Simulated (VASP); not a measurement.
Ag, 1 atom in the cell. Symmetry: Fm-3m, No. 225, cubic system. Conventional cell: a = 4.257 Å, b = 4.257 Å, c = 4.257 Å, α = 90.00°, β = 90.00°, γ = 90.00°. Within 4.0 Å of Ag (site symmetry m-3m) lie 12 Ag at 3.01 Å. 

* Program: VASP 6.6.1
* Task: single point
* Functional: BLYP
* Potentials or basis: VASP PAW PBE potentials, release 64 (Ag)
* Cutoff: 520 eV
* k mesh: 11 × 11 × 11
* Occupations: fermi-dirac, width 0.05 eV
* Spin: no spin polarisation
* Dipole correction: no
* Further INCAR settings: ALGO = Normal; EDIFF = 1e-07; NBANDS = 12

Potentials or basis: VASP PAW PBE potentials, release 64 (Ag).

Command:

```sh
$ cat potpaw_PBE.64/Ag/POTCAR > POTCAR
$ mpirun -np 1 vasp_std > vasp.out
```

Hardware: 1 thread of Intel Xeon 6975P-C, on a shared host.

Problem. How long does it take, and how much memory?

Solution. Wall time 7.6 s on 1 thread of Intel Xeon 6975P-C (shared host), peak memory 0.14 GiB. Counts: scf iterations 11, k points 56.
